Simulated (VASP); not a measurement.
# BaTiO3 (P1) in VASP: single point with PBEsol+U

Aim: the single point of BaTiO3 with PBEsol+U.

Everything below comes from runs of VASP 6.6.1. Logs are shortened: lines on timing, memory, paths and dates and some standing lists are left out, and cuts for length are marked.

## Step 1: The cell of the first run

The typed cell holds 10 atoms: a = 4.000 Å, b = 4.018 Å, c = 8.000 Å, α = 90.00°, β = 90.00°, γ = 90.00°.

## Step 2: Single point, PBEsol+U

File INCAR:

```
SYSTEM = BaTiO3
ALGO = Normal
EDIFF = 1E-6
ENCUT = 520
GGA = PS
ISIF = 2
ISMEAR = -1
KPAR = 4
LASPH = .True.
LCHARG = .False.
LDAU = .True.
LDAUJ = 0 0 0
LDAUL = -1 2 -1
LDAUPRINT = 1
LDAUTYPE = 2
LDAUU = 0 5 0
LMAXMIX = 4
LREAL = .False.
LWAVE = .False.
NBANDS = 51
NELM = 150
PREC = Accurate
SIGMA = 0.05
```

File KPOINTS:

```
k-points
0
Gamma
  7 7 4
  0 0 0
```

File POSCAR:

```
BaTiO3
1.0
   -3.9998000000      0.0000000000      0.0000000000
    0.0000000000      0.0000000000     -4.0180000000
    0.0000000000     -7.9996000000      0.0000000000
Ba Ti O
2 2 6
Direct
    0.0014435500      0.0230418600      0.5075926300
    0.9985564500      0.9769581400      0.9924073700
    0.4803298900      0.5631888500      0.2357999500
    0.5196701100      0.4728111500      0.7642000500
    0.4938005300      0.9659728700      0.2581500200
    0.5061994700      0.0020271300      0.7418499800
    0.5076103700      0.4993320300      0.5074435600
    0.4923896300      0.4706679700      0.9925564400
    0.0152243000      0.4884056200      0.2711337500
    0.9847757000      0.4815943800      0.7288662500
```

Potentials or basis: VASP PAW PBE potentials, release 64 (Ba_sv, Ti_sv, O).

Started as:

```
cat potpaw_PBE.64/Ba_sv/POTCAR potpaw_PBE.64/Ti_sv/POTCAR potpaw_PBE.64/O/POTCAR > POTCAR
mpirun -np 4 vasp_std > vasp.out
```

OUTCAR:

```text
SYSTEM = BaTiO3
   EDIFF = 1E-6
   ENCUT = 520
   GGA = PS
   ISIF = 2
   ISMEAR = -1
   LASPH = .True.
   LREAL = .False.
   NELM = 150
   PREC = Accurate

 ion  position               nearest neighbor table
   1  0.001  0.023  0.508-  10 2.56   9 2.66   6 2.73   7 2.75   6 2.76   7 2.79  10 2.81   5 2.81
                             5 2.86   9 2.86   7 2.89   7 2.92   4 3.35   4 3.43   3 3.44   3 3.53
   2  0.999  0.977  0.992-   8 2.80   6 2.81   8 2.83   8 2.84   6 2.85   8 2.87  10 2.90   5 2.91
                            10 2.93   5 2.93   9 2.97   9 3.03   3 3.20   3 3.29   4 3.31   4 3.33
   3  0.480  0.563  0.236-   5 1.63   9 1.91   8 1.98   9 2.18   7 2.19   5 2.41   2 3.20   2 3.29
                             1 3.44   1 3.53   2 3.61   1 3.62   2 3.69   1 3.71
   4  0.520  0.473  0.764-   8 1.83  10 1.88   6 1.90   7 2.06   6 2.13  10 2.16   2 3.31   2 3.33
                             1 3.35   2 3.41   1 3.43   2 3.43   1 3.58   1 3.66
   5  0.494  0.966  0.258-   3 1.63   3 2.41   1 2.81   1 2.86   2 2.91   2 2.93
   6  0.506  0.002  0.742-   4 1.90   4 2.13   1 2.73   1 2.76   2 2.81   2 2.85
   7  0.508  0.499  0.507-   4 2.06   3 2.19   1 2.75   1 2.79   1 2.89   1 2.92
   8  0.492  0.471  0.993-   4 1.83   3 1.98   2 2.80   2 2.83   2 2.84   2 2.87
   9  0.015  0.488  0.271-   3 1.91   3 2.18   1 2.66   1 2.86   2 2.97   2 3.03
  10  0.985  0.482  0.729-   4 1.88   4 2.16   1 2.56   1 2.81   2 2.90   2 2.93

  LATTYP: Found a simple orthorhombic cell.
 ALAT       =     3.9998000000
 B/A-ratio  =     1.0045502275
 C/A-ratio  =     2.0000000000

  Lattice vectors:

 A1 = (  -3.9998000000,   0.0000000000,   0.0000000000)
 A2 = (   0.0000000000,   0.0000000000,  -4.0180000000)
 A3 = (   0.0000000000,  -7.9996000000,   0.0000000000)

Analysis of symmetry for initial positions (statically):
=====================================================================
 Subroutine PRICEL returns:
 Original cell was already a primitive cell.

 Routine SETGRP: Setting up the symmetry group for a
 simple orthorhombic supercell.

 Subroutine GETGRP returns: Found  1 space group operations
 (whereof  1 operations were pure point group operations)
 out of a pool of  8 trial point group operations.

The static configuration has the point symmetry C_1 .

Analysis of symmetry for dynamics (positions and initial velocities):
=====================================================================
 Subroutine PRICEL returns:
 Original cell was already a primitive cell.

 Routine SETGRP: Setting up the symmetry group for a
 simple orthorhombic supercell.

 Subroutine GETGRP returns: Found  1 space group operations
 (whereof  1 operations were pure point group operations)
 out of a pool of  8 trial point group operations.

The dynamic configuration has the point symmetry C_1 .

 Subroutine INISYM returns: Found  1 space group operations
 (whereof  1 operations are pure point group operations),
 and found     1 'primitive' translations

----------------------------------------------------------------------------------------

                                     Primitive cell

  volume of cell :     128.5631

  direct lattice vectors                    reciprocal lattice vectors
    -3.999800000  0.000000000  0.000000000    -0.250012501  0.000000000  0.000000000
     0.000000000  0.000000000 -4.018000000     0.000000000  0.000000000 -0.248880040
     0.000000000 -7.999600000  0.000000000     0.000000000 -0.125006250  0.000000000

  length of vectors
     3.999800000  4.018000000  7.999600000     0.250012501  0.248880040  0.125006250

[... 150 lines left out ...]
spin component  2

  0.0870  0.0022  0.0058  0.0013 -0.0092
  0.0022  0.1481  0.0305  0.0004 -0.0081
  0.0058  0.0305  0.3388  0.0068 -0.0108
  0.0013  0.0004  0.0068  0.1507  0.0157
 -0.0092 -0.0081 -0.0108  0.0157  0.2064

 occupancies and eigenvectors

  o =  0.0860  v =  0.9959 -0.0170 -0.0163 -0.0373  0.0786  0.0000  0.0000  0.0000  0.0000  0.0000      0.0000  0.0000  0.0000  0.0000  0.0000  0.0000  0.0000  0.0000  0.0000  0.0000
  o =  0.0860  v =  0.0000  0.0000  0.0000  0.0000  0.0000  0.9959 -0.0170 -0.0163 -0.0373  0.0786      0.0000  0.0000  0.0000  0.0000  0.0000  0.0000  0.0000  0.0000  0.0000  0.0000
  o =  0.1425  v = -0.0068  0.9515 -0.1309 -0.2319  0.1542  0.0000  0.0000  0.0000  0.0000  0.0000      0.0000  0.0000  0.0000  0.0000  0.0000  0.0000  0.0000  0.0000  0.0000  0.0000
  o =  0.1425  v =  0.0000  0.0000  0.0000  0.0000  0.0000 -0.0068  0.9515 -0.1309 -0.2319  0.1542      0.0000  0.0000  0.0000  0.0000  0.0000  0.0000  0.0000  0.0000  0.0000  0.0000
  o =  0.1465  v = -0.0553 -0.2522  0.0873 -0.9369  0.2191  0.0000  0.0000  0.0000  0.0000  0.0000      0.0000  0.0000  0.0000  0.0000  0.0000  0.0000  0.0000  0.0000  0.0000  0.0000
  o =  0.1465  v =  0.0000  0.0000  0.0000  0.0000  0.0000 -0.0553 -0.2522  0.0873 -0.9369  0.2191      0.0000  0.0000  0.0000  0.0000  0.0000  0.0000  0.0000  0.0000  0.0000  0.0000
  o =  0.2109  v = -0.0657 -0.0805  0.0894  0.2576  0.9565  0.0000  0.0000  0.0000  0.0000  0.0000      0.0000  0.0000  0.0000  0.0000  0.0000  0.0000  0.0000  0.0000  0.0000  0.0000
  o =  0.2109  v =  0.0000  0.0000  0.0000  0.0000  0.0000 -0.0657 -0.0805  0.0894  0.2576  0.9565      0.0000  0.0000  0.0000  0.0000  0.0000  0.0000  0.0000  0.0000  0.0000  0.0000
  o =  0.3449  v =  0.0000  0.0000  0.0000  0.0000  0.0000  0.0265  0.1560  0.9834  0.0283 -0.0846      0.0000  0.0000  0.0000  0.0000  0.0000  0.0000  0.0000  0.0000  0.0000  0.0000
  o =  0.3449  v =  0.0265  0.1560  0.9834  0.0283 -0.0846  0.0000  0.0000  0.0000  0.0000  0.0000      0.0000  0.0000  0.0000  0.0000  0.0000  0.0000  0.0000  0.0000  0.0000  0.0000

atom =   4  type =  2  l = 2

 onsite density matrix

spin component  1

  0.1149 -0.0012  0.0089  0.0011 -0.0068
 -0.0012  0.1099  0.0075 -0.0021  0.0015
  0.0089  0.0075  0.2452  0.0026  0.0083
  0.0011 -0.0021  0.0026  0.1023  0.0036
 -0.0068  0.0015  0.0083  0.0036  0.2601

spin component  2

  0.1149 -0.0012  0.0089  0.0011 -0.0068
 -0.0012  0.1099  0.0075 -0.0021  0.0015
  0.0089  0.0075  0.2452  0.0026  0.0083
  0.0011 -0.0021  0.0026  0.1023  0.0036
 -0.0068  0.0015  0.0083  0.0036  0.2601

 occupancies and eigenvectors

  o =  0.1015  v =  0.0495 -0.2667  0.0265 -0.9618  0.0253  0.0000  0.0000  0.0000  0.0000  0.0000      0.0000  0.0000  0.0000  0.0000  0.0000  0.0000  0.0000  0.0000  0.0000  0.0000
  o =  0.1015  v =  0.0000  0.0000  0.0000  0.0000  0.0000  0.0495 -0.2667  0.0265 -0.9618  0.0253      0.0000  0.0000  0.0000  0.0000  0.0000  0.0000  0.0000  0.0000  0.0000  0.0000
  o =  0.1094  v =  0.3726  0.8959 -0.0704 -0.2307  0.0171  0.0000  0.0000  0.0000  0.0000  0.0000      0.0000  0.0000  0.0000  0.0000  0.0000  0.0000  0.0000  0.0000  0.0000  0.0000
  o =  0.1094  v =  0.0000  0.0000  0.0000  0.0000  0.0000  0.3726  0.8959 -0.0704 -0.2307  0.0171      0.0000  0.0000  0.0000  0.0000  0.0000  0.0000  0.0000  0.0000  0.0000  0.0000
  o =  0.1147  v =  0.0000  0.0000  0.0000  0.0000  0.0000  0.9226 -0.3512 -0.0486  0.1447  0.0458      0.0000  0.0000  0.0000  0.0000  0.0000  0.0000  0.0000  0.0000  0.0000  0.0000
  o =  0.1147  v =  0.9226 -0.3512 -0.0486  0.1447  0.0458  0.0000  0.0000  0.0000  0.0000  0.0000      0.0000  0.0000  0.0000  0.0000  0.0000  0.0000  0.0000  0.0000  0.0000  0.0000
  o =  0.2427  v =  0.0000  0.0000  0.0000  0.0000  0.0000 -0.0844 -0.0456 -0.9083 -0.0060  0.4071      0.0000  0.0000  0.0000  0.0000  0.0000  0.0000  0.0000  0.0000  0.0000  0.0000
  o =  0.2427  v = -0.0844 -0.0456 -0.9083 -0.0060  0.4071  0.0000  0.0000  0.0000  0.0000  0.0000      0.0000  0.0000  0.0000  0.0000  0.0000  0.0000  0.0000  0.0000  0.0000  0.0000
  o =  0.2641  v =  0.0000  0.0000  0.0000  0.0000  0.0000  0.0170 -0.0286 -0.4086 -0.0264 -0.9117      0.0000  0.0000  0.0000  0.0000  0.0000  0.0000  0.0000  0.0000  0.0000  0.0000
  o =  0.2641  v =  0.0170 -0.0286 -0.4086 -0.0264 -0.9117  0.0000  0.0000  0.0000  0.0000  0.0000      0.0000  0.0000  0.0000  0.0000  0.0000  0.0000  0.0000  0.0000  0.0000  0.0000

 number of electron      79.9999984 magnetization

 Free energy of the ion-electron system (eV)
  ---------------------------------------------------
  ext. energy  EPLUGINS =         0.00000000
  ---------------------------------------------------
  free energy    TOTEN  =       -75.01288892 eV

  energy without entropy =      -75.01288892  energy(sigma->0) =      -75.01288892

 E-fermi :   5.6536     XC(G=0): -11.4784

 val. band max:        4.6994004954   @ k =   0.4286  -0.4286   0.0000
 cond. band min:       6.5480061198   @ k =   0.0000   0.0000   0.0000
 fundamental gap:      1.8486056244
 Fermi energy:         5.6535922826

 k-point     1 :       0.0000    0.0000    0.0000
  band No.  band energies     occupation
      1     -53.4513      2.00000
      2     -53.2578      2.00000
      3     -29.9477      2.00000
      4     -29.8306      2.00000
      5     -29.7638      2.00000
      6     -29.7606      2.00000
[... 1285 lines left out ...]
     50      10.2621      0.00000
     51      11.3110      0.00000

 [... further k-points ...]

------------------------ aborting loop because EDIFF is reached ----------------------------------------

  FORCE on cell =-STRESS in cart. coord.  units (eV):
  Direction    XX          YY          ZZ          XY          YZ          ZX
  --------------------------------------------------------------------------------------
  -------------------------------------------------------------------------------------
  Total        4.8989009      5.9413572     14.6536994     -0.0590044      1.6077517      0.1158197
  in kB       61.0509959     74.0422767    182.6170748     -0.7353233     20.0360943      1.4433666
  external PRESSURE =     105.9034491 kB  Pullay stress =       0.0000000 kB

 VOLUME and BASIS-vectors are now :
 -----------------------------------------------------------------------------
  energy-cutoff  :      520.00
  volume of cell :      128.56
      direct lattice vectors                 reciprocal lattice vectors
    -3.999800000  0.000000000  0.000000000    -0.250012501  0.000000000  0.000000000
     0.000000000  0.000000000 -4.018000000     0.000000000  0.000000000 -0.248880040
     0.000000000 -7.999600000  0.000000000     0.000000000 -0.125006250  0.000000000

 POSITION                                       TOTAL-FORCE (eV/Angst)
 -----------------------------------------------------------------------------------
     -0.00577     -4.06054     -0.09258        -0.031320      0.556969      0.684105
     -3.99403     -7.93886     -3.92542        -0.044030      0.065433     -0.650592
     -1.92122     -1.88631     -2.26289        -0.686790     -3.908798      7.442838
     -2.07858     -6.11329     -1.89976         0.744549      6.029194     -0.765321
     -1.97510     -2.06510     -3.88128        -0.389784      0.889539     -6.124800
     -2.02470     -5.93450     -0.00815         0.304063     -1.649459      0.904449
     -2.03034     -4.05935     -2.00632         0.282617      0.597004     -0.069549
     -1.96946     -7.94005     -1.89114        -0.025314     -2.276107     -0.524663
     -0.06089     -2.16896     -1.96241         0.963135      2.170720     -0.331466
     -3.93891     -5.83064     -1.93505        -1.117127     -2.474495     -0.565001
 -----------------------------------------------------------------------------------
    total drift:                                0.000353      0.000159     -0.000399

  FREE ENERGIE OF THE ION-ELECTRON SYSTEM (eV)
  ---------------------------------------------------
  free  energy   TOTEN  =       -75.0128889246 eV

  energy  without entropy=      -75.0128889237  energy(sigma->0) =      -75.01288892
```

Wall time 6.4 min (4 MPI ranks of Oxide Virtual Turin-like, shared host); peak memory 0.57 GiB.

What came out:

- Free energy: -75.0129 eV
- Pressure: 10.6 GPa
- Largest force: 8.435 eV/Å
- Band gap on the k mesh: 1.85 eV (least direct gap 2.02 eV)

Forces in eV/Å, atoms in the order of the input:
```
Ba  -0.031  0.557  0.684
Ba  -0.044  0.065 -0.651
Ti  -0.687 -3.909  7.443
Ti   0.745  6.029 -0.765
O   -0.390  0.890 -6.125
O    0.304 -1.649  0.904
O    0.283  0.597 -0.070
O   -0.025 -2.276 -0.525
O    0.963  2.171 -0.331
O   -1.117 -2.474 -0.565
```

Eigenvalues of the final occupation matrices:
```
    site  spin  trace               eigenvalues
site 3 d     1   0.93  0.09 0.14 0.15 0.21 0.34
site 3 d     2   0.93  0.09 0.14 0.15 0.21 0.34
site 4 d     1   0.83  0.10 0.11 0.11 0.24 0.26
site 4 d     2   0.83  0.10 0.11 0.11 0.24 0.26
```

Caveat: the stress differs along the axes, from 6 to 18 GPa; the PAW data sets were made with another functional, which shifts forces and pressure a little; spin-orbit coupling is left out, which moves the levels of the heavy elements.
